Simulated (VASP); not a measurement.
# Sn32HO31 (a cell with a defect) in VASP: single point with PBE

Aim: the single point of Sn32HO31 (a cell with a defect) with PBE.

Program: VASP 6.6.1. These are calculated values, not measurements. Logs are shortened: lines on timing, memory, paths and dates and some standing lists are left out, and cuts for length are marked.

## 1. The cell of the first run

The cell holds a defect, 64 atoms: a = 10.744 Å, b = 10.744 Å, c = 12.307 Å, α = 115.88°, β = 115.88°, γ = 90.00°.

## 2. Single point, PBE, collinear spin, zero start

The input, INCAR:

```
PREC = Accurate
ENCUT = 520
EDIFF = 1E-6
ISMEAR = 0
SIGMA = 0.05
LREAL = Auto
LASPH = T
NELM = 200
ALGO = Normal
ISIF = 2
LWAVE = F
LCHARG = F
ISPIN = 2
MAGMOM = 0 0 0 0 0 0 0 0 0 0 0 0 0 0 0 0 0 0 0 0 0 0 0 0 0 0 0 0 0 0 0 0 0 0 0 0 0 0 0 0 0 0 0 0 0 0 0 0 0 0 0 0 0 0 0 0 0 0 0 0 0 0 0 0
LORBIT = 11
GGA = PE
NBANDS = 360
GGA_COMPAT = F
```

The input, KPOINTS:

```
Automatic mesh
0
Gamma
  1 1 1
```

The input, POSCAR:

```
Sn32HO31
1.0
   -7.5972000000     -7.5972000000      0.0000000000
    7.5972000000     -7.5972000000      0.0000000000
    0.0000000000      7.5972000000      9.6816000000
Sn H O
32 1 31
Direct
    0.9328116781      0.1844861555      0.6243410046
    0.9324159729      0.2007266155      0.1330162452
    0.6921259861      0.4398729770      0.6245141614
    0.9383385084      0.6867226530      0.1234196247
    0.4334963777      0.1916098631      0.6252373657
    0.6805187588      0.4426648737      0.1235436672
    0.9337000914      0.6845065696      0.6186722536
    0.4367878800      0.1855131575      0.1231319550
    0.6866159202      0.9374930475      0.1230816898
    0.1922590018      0.4334652204      0.6251759403
    0.4434270194      0.6807441061      0.1235102203
    0.6850447674      0.9339074706      0.6185549482
    0.1853887877      0.4368555427      0.1233436343
    0.4393087869      0.6914761451      0.6240675882
    0.2014705549      0.9326162009      0.1335655619
    0.1848958675      0.9325462589      0.6241392806
    0.8195513913      0.3125081952      0.3798567835
    0.5608915047      0.0672772808      0.3800054493
    0.8100426142      0.3136909281      0.8785092742
    0.5651082374      0.0681743310      0.8784050692
    0.8108893135      0.8105798742      0.8752573601
    0.3198675039      0.3189851880      0.3800711838
    0.5653598252      0.5645571806      0.8747552927
    0.8134973764      0.8129574392      0.3741691504
    0.0608189427      0.0608476002      0.3800369490
    0.3097189115      0.3101644611      0.8747117947
    0.5609003385      0.5609411937      0.3742116174
    0.0647414383      0.0649065289      0.8751893049
    0.3135030423      0.8101621282      0.8784574754
    0.0688151898      0.5652790780      0.8785993097
    0.3130134359      0.8189930075      0.3797258485
    0.0668025255      0.5605695316      0.3797737935
   -0.0303607660     -0.0298144621     -0.0603714948
    0.0007395477      0.0004497354      0.5111203096
    0.0090154379      0.5000313523      0.5091583161
    0.4959645005     -0.0042181067     -0.0081911409
    0.7481335279      0.2477326813      0.4956583364
   -0.0040797321      0.4960308596     -0.0083899435
    0.5002825321      0.0089030549      0.5089511042
    0.7527173899      0.2617383098      0.0146467414
    0.5107910043      0.5106084157      0.5113633824
    0.7566181745      0.7560176298      0.0051294156
    0.2442822928      0.2438125452      0.4878715736
    0.4934417668      0.4931772531     -0.0134088094
    0.7443887611      0.7442615713      0.4887301011
    0.2490573093      0.2493049633      0.0052575655
    0.2625876377      0.7532231158      0.0149931084
    0.2476050759      0.7475205018      0.4951968059
    0.7581415924      0.0053283818      0.0014843134
    0.0025447315      0.2486126189      0.5065758176
    0.7434041439     -0.0021674658      0.4940794645
   -0.0046194624      0.2430389324      0.0004046012
    0.7509299986      0.4959874178      0.4940235682
    0.0057215347      0.7580465458      0.0007820945
    0.2435085727     -0.0036493454      0.0016341986
    0.5048308993      0.2579157736      0.5067623312
    0.7502261536      0.5040912550      0.0024486284
   -0.0013095341      0.7437403024      0.4954691876
    0.2482259844      0.0014536010      0.5053043020
    0.4972868326      0.2512859991      0.0006003024
    0.2572266841      0.5035437188      0.5050406999
    0.5037161217      0.7490240115      0.0005464832
    0.2523720534      0.4984391249      0.0022427056
    0.4967653428      0.7514258199      0.4952457594
```

Potentials or basis: VASP PAW PBE potentials, release 64 (Sn_d, H, O).

Command:

```console
$ cat potpaw_PBE.64/Sn_d/POTCAR potpaw_PBE.64/H/POTCAR potpaw_PBE.64/O/POTCAR > POTCAR
$ mpirun -np 1 vasp_gam > vasp.out
```

OUTCAR:

```text
PREC = Accurate
   ENCUT = 520
   EDIFF = 1E-6
   ISMEAR = 0
   LREAL = Auto
   LASPH = T
   NELM = 200
   ISIF = 2
   ISPIN = 2
   LORBIT = 11
   GGA = PE

 ion  position               nearest neighbor table
   1  0.933  0.184  0.624-  34 2.21  50 2.23  51 2.25  37 2.26  18 3.58  25 3.58  28 3.58  17 3.58
                            24 3.59  26 3.63  19 3.64  30 3.67  12 3.74
   2  0.932  0.201  0.133-  40 2.16  49 2.22  52 2.22  17 3.49  32 3.49  20 3.57  19 3.57  25 3.71
                            22 3.71   6 3.75  21 3.76  28 3.76
   3  0.692  0.440  0.625-  41 2.21  56 2.23  53 2.25  37 2.26  17 3.58  22 3.58  21 3.58  18 3.58
                            27 3.59  23 3.63  30 3.64  19 3.67   7 3.74
   4  0.938  0.687  0.123-  42 2.22  57 2.23  38 2.28  54 2.31  21 3.59  19 3.59  23 3.60  30 3.61
                            24 3.62  25 3.63  31 3.63  32 3.69
   5  0.433  0.192  0.625-  39 2.20  56 2.26  59 2.26  43 2.27  18 3.59  22 3.59  31 3.59  25 3.59
                            23 3.60  26 3.60  19 3.64  20 3.64  10 3.67
   6  0.681  0.443  0.124-  40 2.19  44 2.24  57 2.25  60 2.25  23 3.58  26 3.58  27 3.58  24 3.58
                            20 3.60  19 3.60  11 3.61  32 3.72  17 3.72   2 3.75
   7  0.934  0.685  0.619-  58 2.23  53 2.23  35 2.24  45 2.27  17 3.57  32 3.57  27 3.58  24 3.59
                            21 3.67  30 3.67  28 3.68  29 3.68   3 3.74  16 3.75
   8  0.437  0.186  0.123-  46 2.23  60 2.23  36 2.28  55 2.31  28 3.59  20 3.59  26 3.60  29 3.61
                            27 3.62  22 3.63  18 3.63  17 3.69
   9  0.687  0.937  0.123-  42 2.23  62 2.23  36 2.28  49 2.31  21 3.59  29 3.59  23 3.60  20 3.61
                            24 3.62  25 3.63  17 3.63  18 3.69
  10  0.192  0.433  0.625-  35 2.21  50 2.26  61 2.26  43 2.27  32 3.58  17 3.59  25 3.59  22 3.59
                            26 3.60  23 3.60  29 3.64  30 3.64   5 3.67
  11  0.443  0.681  0.124-  47 2.19  44 2.24  63 2.25  62 2.25  26 3.58  24 3.58  23 3.58  27 3.58
                            29 3.60  30 3.60   6 3.61  31 3.73  18 3.73  15 3.75
  12  0.685  0.934  0.619-  64 2.23  51 2.23  39 2.24  45 2.27  18 3.56  31 3.57  24 3.58  27 3.59
                            28 3.67  21 3.67  20 3.68  19 3.68   1 3.74  14 3.75
  13  0.185  0.437  0.123-  46 2.23  63 2.23  38 2.28  52 2.31  28 3.59  30 3.59  26 3.60  19 3.61
                            27 3.62  22 3.63  32 3.63  31 3.69
  14  0.439  0.691  0.624-  41 2.21  61 2.23  64 2.25  48 2.26  31 3.58  22 3.58  32 3.58  27 3.59
                            21 3.59  23 3.64  20 3.64  29 3.67  12 3.75
  15  0.201  0.933  0.134-  47 2.16  55 2.22  54 2.22  18 3.49  31 3.49  29 3.57  30 3.57  22 3.70
                            25 3.71  11 3.75
  16  0.185  0.933  0.624-  34 2.21  59 2.23  58 2.25  48 2.26  32 3.58  25 3.58  31 3.58  24 3.59
                            28 3.59  26 3.64  29 3.64  20 3.67   7 3.75
  17  0.820  0.313  0.380-  53 2.21  37 2.22  50 2.24  35 2.26   2 3.49   7 3.57   3 3.58   1 3.58
                            10 3.59   9 3.63   8 3.69   6 3.72  25 3.75
  18  0.561  0.067  0.380-  51 2.21  37 2.22  56 2.24  39 2.26  15 3.49  12 3.56   1 3.58   3 3.58
                             5 3.59   8 3.63   9 3.69  11 3.73  22 3.74
  19  0.810  0.314  0.879-  38 2.23  57 2.25  52 2.28  40 2.28   2 3.57   4 3.59   6 3.60  13 3.61
                             5 3.64   1 3.64   3 3.67  12 3.68  20 3.73
  20  0.565  0.068  0.878-  36 2.23  60 2.24  49 2.28  40 2.28   2 3.57   8 3.59   6 3.60   9 3.61
                             5 3.64  14 3.64  16 3.67  12 3.68  19 3.73
  21  0.811  0.811  0.875-  33 2.03  42 2.21  54 2.24  49 2.25   3 3.58   9 3.59   4 3.59  14 3.59
                             7 3.67  12 3.67  23 3.73   2 3.76
  22  0.320  0.319  0.380-  43 2.22  61 2.23  56 2.24  41 2.29   3 3.58  14 3.58   5 3.59  10 3.59
                             8 3.63  13 3.63  15 3.70   2 3.71  27 3.71  18 3.74
  23  0.565  0.565  0.875-  44 2.22  62 2.23  57 2.24  42 2.30  11 3.58   6 3.58   9 3.60   4 3.60
                             5 3.60  10 3.60   3 3.63  14 3.64  21 3.73
  24  0.813  0.813  0.374-  45 2.21  34 2.24  51 2.26  58 2.26  11 3.58   6 3.58  12 3.58   7 3.59
                            16 3.59   1 3.59   4 3.62   9 3.62  25 3.72
  25  0.061  0.061  0.380-  43 2.22  59 2.23  50 2.24  34 2.29   1 3.58  16 3.58  10 3.59   5 3.59
                             4 3.63   9 3.63   2 3.71  15 3.71  24 3.72  17 3.75  31 3.75
  26  0.310  0.310  0.875-  44 2.22  60 2.23  63 2.24  46 2.29  11 3.58   6 3.58  13 3.60   8 3.60
                            10 3.60   5 3.60   1 3.63  16 3.64  28 3.73
  27  0.561  0.561  0.374-  45 2.21  41 2.24  53 2.26  64 2.26   6 3.58  11 3.58   7 3.58  12 3.59
                            14 3.59   3 3.59   8 3.62  13 3.62  22 3.71
  28  0.065  0.065  0.875-  33 2.03  46 2.21  52 2.24  55 2.25   1 3.58  13 3.59   8 3.59  16 3.59
                            12 3.67   7 3.68  26 3.73   2 3.76
  29  0.314  0.810  0.878-  36 2.22  62 2.25  47 2.28  55 2.28  15 3.57   9 3.59  11 3.60   8 3.61
                            10 3.64  16 3.64  14 3.67   7 3.68  30 3.72
  30  0.069  0.565  0.879-  38 2.23  63 2.25  54 2.28  47 2.28  15 3.57  13 3.59  11 3.60   4 3.61
                             3 3.64  10 3.64   1 3.67   7 3.67  29 3.72
  31  0.313  0.819  0.380-  64 2.21  48 2.22  59 2.24  39 2.26  15 3.49  12 3.57  14 3.58  16 3.58
                             5 3.59   4 3.63  13 3.69  11 3.73  25 3.75
[... 309 lines left out ...]
   LORBIT       =     11    0 simple, 1 ext, 2 COOP (PROOUT), +10 PAW based schemes
   GGA     = PE    functional components
   LHFCALC =     F    Hartree Fock is set to
   AEXX    =    0.0000 exact exchange contribution
   IVDW    =     0    specifies the selected vdW correction
   LEPSILON=     F    determine dielectric tensor
   LRPA    =     F    only Hartree local field effects (RPA)
 spin polarized calculation
 Gauss-broadening in eV      SIGMA  =   0.05
  energy-cutoff  :      520.00
  volume of cell :     1117.59
 maximum number of plane-waves:     15017
 NGX is ok and might be reduce to    80
   NGX = 39   NGY = 39   NGZ = 45

 number of electron     635.0000027 magnetization       0.0005532

 number of electron     635.0000027 magnetization      -0.0014424

 Free energy of the ion-electron system (eV)
  ---------------------------------------------------
  ext. energy  EPLUGINS =         0.00000000
  ---------------------------------------------------
  free energy    TOTEN  =      -357.65705737 eV

  energy without entropy =     -357.62884542  energy(sigma->0) =     -357.64295140

 E-fermi :   7.0075     XC(G=0): -10.2809

 val. band max:        7.0074402905   @ k =   0.0000   0.0000   0.0000
 cond. band min:       7.0076463413   @ k =   0.0000   0.0000   0.0000
 fundamental gap:      0.0002060508
 Fermi energy:         7.0075440311

 spin component 1

 k-point     1 :       0.0000    0.0000    0.0000
  band No.  band energies     occupation
      1     -14.8700      1.00000
      2     -14.8603      1.00000
      3     -14.8333      1.00000
      4     -14.8198      1.00000
      5     -14.8193      1.00000
      6     -14.8008      1.00000
[... 321 lines left out ...]
    328       9.1589      0.00000
    329       9.2381      0.00000
 Fermi energy:         7.0075440311

 spin component 2

 k-point     1 :       0.0000    0.0000    0.0000
  band No.  band energies     occupation
      1     -14.8700      1.00000
      2     -14.8603      1.00000
      3     -14.8333      1.00000
      4     -14.8198      1.00000
      5     -14.8193      1.00000
      6     -14.8008      1.00000
[... 321 lines left out ...]
    328       9.1588      0.00000
    329       9.2380      0.00000
 [bands above 329 left out]

------------------------ aborting loop because EDIFF is reached ----------------------------------------

  FORCE on cell =-STRESS in cart. coord.  units (eV):
  Direction    XX          YY          ZZ          XY          YZ          ZX
  --------------------------------------------------------------------------------------
  -------------------------------------------------------------------------------------
  Total       19.1263785     18.0552663      4.2562795      0.0204507      0.0208886     -0.0050252
  in kB       27.4194713     25.8839309      6.1017790      0.0293180      0.0299457     -0.0072042
  external PRESSURE =      19.8017271 kB  Pullay stress =       0.0000000 kB

 VOLUME and BASIS-vectors are now :
 -----------------------------------------------------------------------------
  energy-cutoff  :      520.00
  volume of cell :     1117.59
      direct lattice vectors                 reciprocal lattice vectors
    -7.597200000 -7.597200000  0.000000000    -0.065813721 -0.065813721  0.051644356
     7.597200000 -7.597200000  0.000000000     0.065813721 -0.065813721  0.051644356
     0.000000000  7.597200000  9.681600000     0.000000000  0.000000000  0.103288713

 POSITION                                       TOTAL-FORCE (eV/Angst)
 -----------------------------------------------------------------------------------
     -5.68518     -3.74509      6.04462         0.010045     -0.001028      0.063064
     -5.55879     -7.59816      1.28781        -0.051963     -0.004104      0.072468
     -1.91642     -3.85546      6.04630        -0.009431      0.009570      0.064462
     -1.91158    -11.40827      1.19490        -0.002269     -0.003866      0.058543
     -1.83766      0.00100      6.05330         0.008302      0.003586      0.068074
     -1.80702     -7.59446      1.19610         0.010949     -0.004277      0.058536
[... 56 lines left out ...]
      1.86942     -5.68702      0.02171         0.002495      0.001536     -0.000215
      1.93471     -5.72028      4.79477         0.000068      0.001688      0.007080
 -----------------------------------------------------------------------------------
    total drift:                                0.006649      0.008470     -0.007291

  FREE ENERGIE OF THE ION-ELECTRON SYSTEM (eV)
  ---------------------------------------------------
  free  energy   TOTEN  =      -357.6570573662 eV

  energy  without entropy=     -357.6288454249  energy(sigma->0) =     -357.64295140

 total charge

# of ion       s       p       d       tot
------------------------------------------
    1        1.234   0.802  10.073  12.110
    2        1.277   0.787  10.056  12.120
    3        1.234   0.802  10.073  12.109
    4        1.260   0.771  10.062  12.093
    5        1.248   0.787  10.068  12.103
    6        1.244   0.803  10.074  12.121
[... 56 lines left out ...]
   63        1.578   3.425   0.000   5.003
   64        1.578   3.428   0.000   5.006
--------------------------------------------------
tot         89.461 131.392 322.154 543.007

 magnetization (x)

# of ion       s       p       d       tot
------------------------------------------
    1        0.000  -0.000  -0.000  -0.000
    2        0.000  -0.000  -0.000  -0.000
    3        0.000  -0.000  -0.000  -0.000
    4        0.000  -0.000  -0.000  -0.000
    5        0.000  -0.000  -0.000  -0.000
    6        0.000  -0.000  -0.000  -0.000
[... 56 lines left out ...]
   63       -0.000   0.000   0.000  -0.000
   64       -0.000   0.000   0.000  -0.000
--------------------------------------------------
tot         -0.000  -0.001  -0.000  -0.001
```

Wall time 24 min (1 thread of Intel Xeon 6975P-C (Granite Rapids), shared host); peak memory 1.7 GiB.

Results:

- Free energy: -357.6571 eV
- Pressure: 2.0 GPa
- Largest force: 0.089 eV/Å
- Net moment: 0.00 μB per cell
- Valence electrons inside the program's atomic spheres: Sn 12.11, 12.12, 12.09, 12.10, 12.13 (each value once); H 0.53; O 5.01, 5.00, 4.99, 4.98 (each value once)

Forces in eV/Å, atoms in the order of the input:
```
Sn   0.010 -0.001  0.063
Sn  -0.052 -0.004  0.072
Sn  -0.009  0.010  0.064
Sn  -0.002 -0.004  0.059
Sn   0.008  0.004  0.068
Sn   0.011 -0.004  0.059
Sn   0.005  0.006  0.087
Sn  -0.007  0.011  0.062
Sn   0.006 -0.016  0.067
Sn  -0.005 -0.001  0.076
Sn  -0.020  0.000  0.064
Sn  -0.006 -0.003  0.085
Sn   0.002  0.016  0.060
Sn   0.009  0.002  0.078
Sn   0.061 -0.003  0.063
Sn  -0.011 -0.004  0.069
Sn  -0.002  0.000 -0.069
Sn   0.002  0.009 -0.082
Sn  -0.001  0.014 -0.065
Sn  -0.008 -0.016 -0.067
Sn   0.001 -0.011 -0.052
Sn   0.004  0.004 -0.067
Sn  -0.009 -0.014 -0.072
Sn   0.005 -0.010 -0.079
Sn   0.000  0.001 -0.064
Sn  -0.001  0.018 -0.077
Sn   0.000  0.010 -0.088
Sn  -0.003  0.007 -0.046
Sn   0.004  0.011 -0.065
Sn   0.009 -0.015 -0.063
Sn   0.008 -0.003 -0.067
Sn  -0.004 -0.001 -0.072
H   -0.005 -0.003 -0.016
O    0.004 -0.010  0.010
O    0.005  0.001  0.008
O   -0.001  0.001  0.003
O    0.002 -0.001 -0.017
O   -0.002 -0.001  0.004
O   -0.009  0.003  0.012
O   -0.013 -0.003  0.002
O   -0.002  0.005  0.008
O    0.001 -0.018  0.006
O    0.001 -0.005 -0.021
O   -0.001 -0.003 -0.012
O   -0.004 -0.002 -0.002
O    0.001  0.021  0.001
O    0.011  0.006  0.000
O    0.000  0.001 -0.020
O   -0.002  0.033  0.008
O    0.006 -0.002  0.003
O   -0.003 -0.008  0.009
O   -0.002 -0.030  0.008
O   -0.001  0.001  0.003
O    0.004  0.030  0.000
O    0.005 -0.029  0.002
O   -0.003  0.001 -0.001
O   -0.005  0.001 -0.002
O    0.003  0.000  0.003
O   -0.006 -0.002 -0.001
O   -0.001 -0.003 -0.002
O    0.004  0.004  0.000
O    0.005 -0.001  0.000
O    0.002  0.002  0.000
O    0.000  0.002  0.007
```

Stress tensor (GPa, compression positive):
```
2.74 0.00 0.00
0.00 2.59 0.00
0.00 0.00 0.61
```

Caveat: the k points lie up to 0.67 Å⁻¹ apart; no moment was typed at the start, so none could form; spin-orbit coupling is left out, which moves the levels of the heavy elements.
